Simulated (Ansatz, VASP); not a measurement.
Two plane-wave programs on WS2

File POSCAR:

```
WS2
1.0
    3.1835163552      0.0000000000      0.0000000000
   -1.5917581776      2.7570060369      0.0000000000
    0.0000000000      0.0000000000     16.9505778900
W S
1 2
Direct
    0.0000000000      0.0000000000      0.0000000000
    0.3333333333      0.6666666667      0.0920005100
    0.3333333333      0.6666666667      0.9079994900
```

Contents of INCAR.step1:

```
PREC = Accurate ; ENCUT = 520
EDIFF = 1E-5 ; ISMEAR = -1
SIGMA = 0.05 ; LREAL = False
LASPH = True ; NELM = 100
ALGO = Normal ; ISIF = 2
LWAVE = True ; LCHARG = False
NBANDS = 20 ; GGA = PE
```

Contents of INCAR.step2:

```
PREC = Accurate ; ENCUT = 520
EDIFF = 1E-6 ; ISMEAR = -1
SIGMA = 0.05 ; LREAL = False
LASPH = True ; NELM = 100
ALGO = Normal ; ISIF = 2
LWAVE = False ; LCHARG = False
GGA = PE ; LHFCALC = True
AEXX = 1.0 ; ALDAC = 0.0
AGGAC = 0.0 ; PRECFOCK = Normal
NBANDS = 20 ; ISTART = 1
```

The input KPOINTS:

```
regular mesh
0
Gamma
  5 5 1
```

File input.yaml:

```yaml
crystal:
  lattice:
    - [3.1835163552, 0.0, 0.0]
    - [-1.5917581776, 2.7570060369, 0.0]
    - [0.0, 0.0, 16.95057789]
  atoms:
    - { symbol: W, position: [0.0, 0.0, 0.0] }
    - { symbol: S, position: [0.3333333333, 0.6666666667, 0.09200051] }
    - { symbol: S, position: [0.3333333333, 0.6666666667, 0.90799949] }
hamiltonian:
  xc: hf
  pseudopotentials: { kind: paw }
kpoints:
  mp_grid: { grid: [5, 5, 1] }
  band_path:
    path:
      - [[0.0, 0.0, 0.0], [0.5, 0.0, 0.0], [0.3333333333, 0.3333333333, 0.0], [0.0, 0.0, 0.0], [0.0, 0.0, 0.5], [0.5, 0.0, 0.5], [0.3333333333, 0.3333333333, 0.5], [0.0, 0.0, 0.5]]
      - [[0.5, 0.0, 0.5], [0.5, 0.0, 0.0]]
      - [[0.3333333333, 0.3333333333, 0.0], [0.3333333333, 0.3333333333, 0.5]]
    npoints: 4
scf:
  occupations: { method: fermi_dirac, width: 0.05 }
  n_extra_bands: 7
output:
  forces: true
  stress: true
  eigenvalues: true
  fatbands: false
  write_density: true
  write_potential: true
  elf: true
  volumetric_format: npy
```

Alike in both runs: functional HF; k mesh 5 × 5 × 1; occupations fermi-dirac, width 0.05 eV; no spin polarisation.

```csv
,VASP,Ansatz
version,VASP 6.6.1,Ansatz 0.2.0
potentials or method,"VASP PAW PBE potentials, release 64 (W_sv, S)",Ansatz PAW
plane-wave cutoff (eV),520,420
valence electrons in the cell,26,26
task,single point,band structure
```

Ansatz gave:

```
gap on the k mesh at the Fermi level (eV) : 7.72
rms of the force components (eV/Å)        : 0.101
```

Q: Estimate VASP's values.

A: gap on the k mesh at the Fermi level (eV): 7.88; rms of the force components (eV/Å): 0.202.

VASP's potentials were made for PBE, not for HF. Atom by atom the forces differ by 0.101 eV/Å (rms over components).

The k mesh is coarse, so the values compare programs but aren't converged. Spin-orbit coupling is off throughout.
